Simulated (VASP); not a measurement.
A run of VASP 6.6.1 is set up as follows.

File POSCAR:

```
MgO2
1.0
    4.8341733752      0.0000000000      0.0000000000
    0.0000000000      4.8341733752      0.0000000000
    0.0000000000      0.0000000000      4.8341733752
Mg O
4 8
Direct
    0.0000000000      0.5000000000      0.5000000000
    0.5000000000      0.5000000000      0.0000000000
    0.5000000000      0.0000000000      0.5000000000
    0.0000000000      0.0000000000      0.0000000000
    0.4111698607      0.0888301393      0.9111698607
    0.0888301393      0.9111698607      0.4111698607
    0.9111698607      0.4111698607      0.0888301393
    0.5888301393      0.5888301393      0.5888301393
    0.4111698607      0.4111698607      0.4111698607
    0.0888301393      0.5888301393      0.9111698607
    0.9111698607      0.0888301393      0.5888301393
    0.5888301393      0.9111698607      0.0888301393
```

INCAR.step1

```
ALGO = Normal
EDIFF = 1E-4
ENCUT = 520
GGA = PE
ISMEAR = 0
LASPH = True
LCHARG = False
LREAL = False
LWAVE = True
NBANDS = 40
NELM = 100
PREC = Accurate
SIGMA = 0.02
```

File INCAR.step2:

```
ALGO = Normal
EDIFF = 1E-6
ENCUT = 520
ISIF = 2
ISMEAR = 0
ISTART = 1
LASPH = True
LCHARG = False
LMIXTAU = True
LREAL = False
LWAVE = False
METAGGA = R2SCAN
NBANDS = 40
NELM = 100
PREC = Accurate
SIGMA = 0.02
```

The input KPOINTS:

```
k-points
0
Gamma
  6 6 6
```

Potentials or basis: VASP PAW PBE potentials, release 64 (Mg, O).

Run with:

```bash
$ cat potpaw_PBE.64/Mg/POTCAR potpaw_PBE.64/O/POTCAR > POTCAR
$ cp INCAR.step1 INCAR
$ mpirun -np 1 vasp_std > vasp.out
$ cp INCAR.step2 INCAR
$ mpirun -np 1 vasp_std > vasp.out
```

(1) What does it give for the pressure?

(2) Estimate the band gap on the k mesh.

Results:

(1) -0.3 GPa.

(2) 4.68 eV (least direct gap 4.81 eV).

Caveat: the PAW data sets were made with another functional, which shifts forces and pressure a little.
